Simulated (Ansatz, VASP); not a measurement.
**One calculation of BiP, two programs**

```
Bi P
1.0
     3.79106    0.00000    0.00000
    -1.89553    3.28316    0.00000
     0.00000    0.00000    4.39169
Bi P
1 1
Cartesian
  0.0000 0.0000 2.1958
  0.0000 0.0000 0.0000
```

Change from the starting cell: volume scaled by 0.96.

Alike in both runs: task single point; functional PBE; k mesh 8 × 8 × 6; occupations fermi-dirac, width 0.05 eV; no spin polarisation.

```csv
,VASP,Ansatz
version,VASP 6.6.1,Ansatz 0.2.0
potentials or method,"VASP PAW PBE potentials, release 64 (Bi_d, P), cutoff 500 eV","all-electron LAPW, scalar-relativistic"
```

```tsv
	VASP	Ansatz	Ansatz less VASP
gap on the k mesh at the Fermi level (eV)	none	none	-
pressure (GPa)	24.6	25.1	+0.42
traceless stress, the component that is largest in VASP (GPa)	43.40	44.21	+0.812
```

A gap of «none» marks a metal or a gap that the smearing closes. Ansatz ran all-electron here, and VASP with PAW potentials.

Neither program's run includes spin-orbit coupling.
